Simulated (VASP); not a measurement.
# PbS in VASP: a series of runs

The runs below take PbS through single point, with PBE.

Everything below comes from runs of VASP 6.6.1. Logs are shortened: lines on timing, memory, paths and dates and some standing lists are left out, and cuts for length are marked.

### Step 1. The cell of the first run

The structure is cubic, space group Fm-3m (No. 225). The conventional cell has a = 6.009 Å, b = 6.009 Å, c = 6.009 Å, α = 90.00°, β = 90.00°, γ = 90.00°. Within 4.0 Å of Pb (site symmetry m-3m) lie 6 S at 3.00 Å. S (site symmetry m-3m) has 6 Pb at 3.00 Å within 4.0 Å.

### Step 2. Single point, PBE

Input file INCAR:

```
  PREC = Accurate
  ENCUT = 520
  EDIFF = 1E-6
  ISMEAR = 0
  SIGMA = 0.05
  LREAL = False
  LASPH = True
  NELM = 100
  ALGO = Normal
  ISIF = 2
  LWAVE = False
  LCHARG = True
  GGA = PE
  LELF = True
  LVHAR = True
  NBANDS = 28
```

Input file KPOINTS:

```
Automatic mesh
0
Gamma
  7 7 7
```

Input file POSCAR:

```
PbS
1.0
    0.0000000000      3.0045317586      3.0045317586
    3.0045317586      0.0000000000      3.0045317586
    6.0090635172      6.0090635172      0.0000000000
Pb S
2 2
Direct
    0.5000000000      0.5000000000      0.2500000000
    0.5000000000      0.5000000000      0.7500000000
    0.0000000000      0.0000000000      0.0000000000
    0.0000000000      0.0000000000      0.5000000000
```

Potentials or basis: VASP PAW PBE potentials, release 64 (Pb_d, S).

Command:

```bash
$ cat potpaw_PBE.64/Pb_d/POTCAR potpaw_PBE.64/S/POTCAR > POTCAR
$ mpirun -np 1 vasp_std > vasp.out
```

OUTCAR:

```text
PREC = Accurate
   ENCUT = 520
   EDIFF = 1E-6
   ISMEAR = 0
   LREAL = False
   LASPH = True
   NELM = 100
   ISIF = 2
   GGA = PE

 ion  position               nearest neighbor table
   1  0.500  0.500  0.250-   3 3.00   3 3.00   4 3.00   3 3.00   4 3.00   4 3.00
   2  0.500  0.500  0.750-   4 3.00   3 3.00   4 3.00   3 3.00   4 3.00   3 3.00
   3  0.000  0.000  0.000-   2 3.00   1 3.00   2 3.00   1 3.00   2 3.00   1 3.00
   4  0.000  0.000  0.500-   1 3.00   1 3.00   2 3.00   1 3.00   2 3.00   2 3.00

  LATTYP: Found a trigonal (rhomboedric) cell.
 ALAT       =     7.3595697246
 COS(alpha) =     0.8333333333

  Lattice vectors:

 A1 = (   6.0090635172,   3.0045317586,  -3.0045317586)
 A2 = (   3.0045317586,   3.0045317586,  -6.0090635172)
 A3 = (   3.0045317586,   6.0090635172,  -3.0045317586)

Analysis of symmetry for initial positions (statically):
=====================================================================
 Subroutine PRICEL returns following result:

  LATTYP: Found a face centered cubic cell.
 ALAT       =     6.0090635172

  Lattice vectors:

 A1 = (   0.0000000000,   3.0045317586,   3.0045317586)
 A2 = (   3.0045317586,   0.0000000000,   3.0045317586)
 A3 = (   3.0045317586,   3.0045317586,   0.0000000000)

   2 primitive cells build up your supercell.

 Routine SETGRP: Setting up the symmetry group for a
 trigonal (rhombohedral) supercell.

 Subroutine GETGRP returns: Found 12 space group operations
 (whereof 12 operations were pure point group operations)
 out of a pool of 12 trial point group operations.

The static configuration has the point symmetry D_3d.

Analysis of symmetry for dynamics (positions and initial velocities):
=====================================================================
 Subroutine PRICEL returns following result:

  LATTYP: Found a face centered cubic cell.
 ALAT       =     6.0090635172

  Lattice vectors:

 A1 = (   0.0000000000,   3.0045317586,   3.0045317586)
 A2 = (   3.0045317586,   0.0000000000,   3.0045317586)
 A3 = (   3.0045317586,   3.0045317586,   0.0000000000)

   2 primitive cells build up your supercell.

 Routine SETGRP: Setting up the symmetry group for a
 trigonal (rhombohedral) supercell.

 Subroutine GETGRP returns: Found 12 space group operations
 (whereof 12 operations were pure point group operations)
 out of a pool of 12 trial point group operations.

The dynamic configuration has the point symmetry D_3d.

 Subroutine INISYM returns: Found 12 space group operations
 (whereof 12 operations are pure point group operations),
 and found     2 'primitive' translations

----------------------------------------------------------------------------------------

                                     Primitive cell

  volume of cell :      54.2451

  direct lattice vectors                    reciprocal lattice vectors
     0.000000000  3.004531759  3.004531759    -0.166415282  0.166415282  0.166415282
     3.004531759  0.000000000  3.004531759     0.166415282 -0.166415282  0.166415282
     3.004531759  3.004531759  0.000000000     0.166415282  0.166415282 -0.166415282

  length of vectors
     4.249049562  4.249049562  4.249049562     0.288239724  0.288239724  0.288239724

  position of ions in fractional coordinates (direct lattice)
     0.500000000  0.500000000  0.500000000
     0.000000000  0.000000000  0.000000000

  ion indices of the primitive-cell ions
   primitive index   ion index
                 1           1
                 2           3

----------------------------------------------------------------------------------------

 KPOINTS: Automatic mesh

Automatic generation of k-mesh.
 Grid dimensions read from file:
 generate k-points for:    7    7    7

 Generating k-lattice:

  Cartesian coordinates                     Fractional coordinates (reciprocal lattice)
    -0.023773612  0.023773612  0.023773612     0.142857143  0.000000000  0.000000000
     0.023773612 -0.023773612  0.023773612     0.000000000  0.142857143  0.000000000
     0.011886806  0.011886806 -0.011886806     0.000000000  0.000000000  0.142857143

  Length of vectors
     0.041177103  0.041177103  0.020588552

  Shift w.r.t. Gamma in fractional coordinates (k-lattice)
     0.000000000  0.000000000  0.000000000

 Subroutine IBZKPT returns following result:
 ===========================================

 Found     44 irreducible k-points:

 Following reciprocal coordinates:
            Coordinates               Weight
  0.000000  0.000000  0.000000      1.000000
  0.142857  0.000000  0.000000      6.000000
  0.285714  0.000000  0.000000      6.000000
  0.428571  0.000000  0.000000      6.000000
  0.142857  0.142857  0.000000      6.000000
  0.285714  0.142857  0.000000     12.000000
[... 16 lines left out ...]
  0.285714  0.142857  0.142857     12.000000
  0.428571  0.142857  0.142857     12.000000
 [... further k-points ...]
   k-points           NKPTS =     44   k-points in BZ     NKDIM =     44   number of bands    NBANDS=     28
   number of dos      NEDOS =    301   number of ions     NIONS =      4
   total plane-waves  NPLWV =  65536
   dimension x,y,z NGX =    32 NGY =   32 NGZ =   64
   dimension x,y,z NGXF=    64 NGYF=   64 NGZF=  128
   ions per type =               2   2
   NGX,Y,Z   is equivalent  to a cutoff of  12.52, 12.52, 12.52 a.u.
   NGXF,Y,Z  is equivalent  to a cutoff of  25.04, 25.04, 25.04 a.u.
 SYSTEM =  unknown system
   PREC   = accura    normal or accurate (medium, high low for compatibility)
   ISTART =      0    job   : 0-new  1-cont  2-samecut
   ICHARG =      2    charge: 1-file 2-atom 10-const
   ISPIN  =      1    spin polarized calculation?
   LNONCOLLINEAR =      F non collinear calculations
   LSORBIT =      F    spin-orbit coupling
   LASPH  =      T    aspherical Exc in radial PAW
   ENCUT  =  520.0 eV  38.22 Ry    6.18 a.u.   7.90  7.90 15.80*2*pi/ulx,y,z
   NELM   =    100;   NELMIN=  2; NELMDL= -5     # of ELM steps
   EDIFF  = 0.1E-05   stopping-criterion for ELM
   LREAL  =      F    real-space projection
   EDIFFG = 0.1E-04   stopping-criterion for IOM
   NSW    =      0    number of steps for IOM
   IBRION =     -1    ionic relax: 0-MD 1-quasi-New 2-CG
   NFREE  =      0    steps in history (QN), initial steepest desc. (CG)
   ISIF   =      2    stress and relaxation
   ISYM   =      2    0-nonsym 1-usesym 2-fastsym
   POTIM  = 0.5000    time-step for ionic-motion
   TEBEG  =    0.0;   TEEND  =   0.0 temperature during run
   PSTRESS=    0.0 pullay stress
   NELECT =      40.0000    total number of electrons
   NUPDOWN=      -1.0000    fix difference up-down
   EMIN   =  10.00;   EMAX   =-10.00  energy-range for DOS
   EFERMI =   0.00;   METHOD = LEGACY
   ISMEAR =     0;   SIGMA  =   0.05  broadening in eV -4-tet -1-fermi 0-gaus
   EFERMI_NEDOS =   21; number of points for ismear=-14 and -15
   IALGO  =     38    algorithm
   IMIX   =      4    mixing-type and parameters
     AMIX     =   0.40;   BMIX     =  1.00
     AMIX_MAG =   1.60;   BMIX_MAG =  1.00
  volume/ion in A,a.u.               =      27.12       183.03
  Fermi-wavevector in a.u.,A,eV,Ry     =   1.173901  2.218351 18.749412  1.378043
  Thomas-Fermi vector in A             =   2.310306
   LORBIT       =      0    0 simple, 1 ext, 2 COOP (PROOUT), +10 PAW based schemes
   GGA     = PE    functional components
   LHFCALC =     F    Hartree Fock is set to
   AEXX    =    0.0000 exact exchange contribution
   IVDW    =     0    specifies the selected vdW correction
   LEPSILON=     F    determine dielectric tensor
   LRPA    =     F    only Hartree local field effects (RPA)
 non-spin polarized calculation
 Gauss-broadening in eV      SIGMA  =   0.05
  energy-cutoff  :      520.00
  volume of cell :      108.49
 maximum number of plane-waves:      2938
   NGX = 15   NGY = 15   NGZ = 31

 number of electron      40.0000007 magnetization

 Free energy of the ion-electron system (eV)
  ---------------------------------------------------
  ext. energy  EPLUGINS =         0.00000000
  ---------------------------------------------------
  free energy    TOTEN  =       -17.54059087 eV

  energy without entropy =      -17.54059087  energy(sigma->0) =      -17.54059087

 E-fermi :   5.5318     XC(G=0):  -9.5004

 val. band max:        5.2792987544   @ k =   0.0000   0.0000   0.0000
 cond. band min:       5.7794215758   @ k =   0.0000   0.0000   0.0000
 fundamental gap:      0.5001228215
 Fermi energy:         5.5318381113

 k-point     1 :       0.0000    0.0000    0.0000
  band No.  band energies     occupation
      1     -11.4595      2.00000
      2     -11.4595      2.00000
      3     -11.4475      2.00000
      4     -11.4475      2.00000
      5     -11.4473      2.00000
      6     -11.4437      2.00000
[... 20 lines left out ...]
     27      12.1466      0.00000
     28      12.1467      0.00000

 k-point     2 :       0.1429    0.0000    0.0000
  band No.  band energies     occupation
      1     -11.4736      2.00000
      2     -11.4492      2.00000
      3     -11.4466      2.00000
      4     -11.4442      2.00000
      5     -11.4442      2.00000
      6     -11.4403      2.00000
[... 20 lines left out ...]
     27      12.0589      0.00000
     28      12.5931      0.00000

 k-point     3 :       0.2857    0.0000    0.0000
  band No.  band energies     occupation
      1     -11.5141      2.00000
      2     -11.4527      2.00000
      3     -11.4502      2.00000
      4     -11.4501      2.00000
      5     -11.4449      2.00000
      6     -11.4264      2.00000
[... 20 lines left out ...]
     27      11.3321      0.00000
     28      12.4013      0.00000

 k-point     4 :       0.4286    0.0000    0.0000
  band No.  band energies     occupation
      1     -11.5500      2.00000
      2     -11.4669      2.00000
      3     -11.4581      2.00000
      4     -11.4580      2.00000
      5     -11.4440      2.00000
      6     -11.4098      2.00000
[... 578 lines left out ...]
     27      12.1691      0.00000
     28      12.2320      0.00000

 k-point    23 :       0.2857    0.1429    0.1429
  band No.  band energies     occupation
      1     -11.4921      2.00000
      2     -11.4512      2.00000
      3     -11.4477      2.00000
      4     -11.4430      2.00000
      5     -11.4400      2.00000
      6     -11.4352      2.00000
[... 20 lines left out ...]
     27      11.7845      0.00000
     28      12.7729      0.00000

 k-point    24 :       0.4286    0.1429    0.1429
  band No.  band energies     occupation
      1     -11.5268      2.00000
      2     -11.4636      2.00000
      3     -11.4548      2.00000
      4     -11.4488      2.00000
      5     -11.4425      2.00000
      6     -11.4225      2.00000
[... 20 lines left out ...]
     27      11.7639      0.00000
     28      12.5195      0.00000

 [... further k-points ...]
[... 5 lines left out ...]
  --------------------------------------------------------------------------------------
  -------------------------------------------------------------------------------------
  Total       -0.0649646     -0.0649646     -0.0649646     -0.0006477      0.0006477      0.0006477
  in kB       -0.9593945     -0.9593945     -0.9593945     -0.0095656      0.0095656      0.0095656
  external PRESSURE =      -0.9593945 kB  Pullay stress =       0.0000000 kB

 VOLUME and BASIS-vectors are now :
 -----------------------------------------------------------------------------
  energy-cutoff  :      520.00
  volume of cell :      108.49
      direct lattice vectors                 reciprocal lattice vectors
     0.000000000  3.004531759  3.004531759    -0.166415282  0.166415282  0.166415282
     3.004531759  0.000000000  3.004531759     0.166415282 -0.166415282  0.166415282
     6.009063517  6.009063517  0.000000000     0.083207641  0.083207641 -0.083207641

 POSITION                                       TOTAL-FORCE (eV/Angst)
 -----------------------------------------------------------------------------------
      3.00453      3.00453      3.00453         0.000000      0.000000     -0.000000
      6.00906      6.00906      3.00453        -0.000000     -0.000000     -0.000000
      0.00000      0.00000      0.00000         0.000000      0.000000      0.000000
      3.00453      3.00453      0.00000         0.000000      0.000000      0.000000
 -----------------------------------------------------------------------------------
    total drift:                               -0.000000     -0.000000     -0.000000

  FREE ENERGIE OF THE ION-ELECTRON SYSTEM (eV)
  ---------------------------------------------------
  free  energy   TOTEN  =       -17.5405908661 eV

  energy  without entropy=      -17.5405908661  energy(sigma->0) =      -17.54059087
```

It took 81 s on 1 thread of AMD EPYC 9R14 (Zen 4), shared host; peak memory 0.27 GiB.

What came out:

* Free energy: -17.5406 eV
* Pressure: -0.1 GPa

Levels at points of the mesh, in eV from the Fermi level:
| k point | band 18 | band 19 | band 20 | band 21 | band 22 | band 23 |
| --- | --- | --- | --- | --- | --- | --- |
| (0.00, 0.00, 0.00) | -1.83 | -1.83 | -0.25 | 0.25 | 1.83 | 1.83 |

Caveat: this odd mesh misses L, where the gap lies, so gap, dielectric constants and Born charges aren't listed; spin-orbit coupling is left out, which moves the levels of the heavy elements.

(Continued in part 2 of 2.)
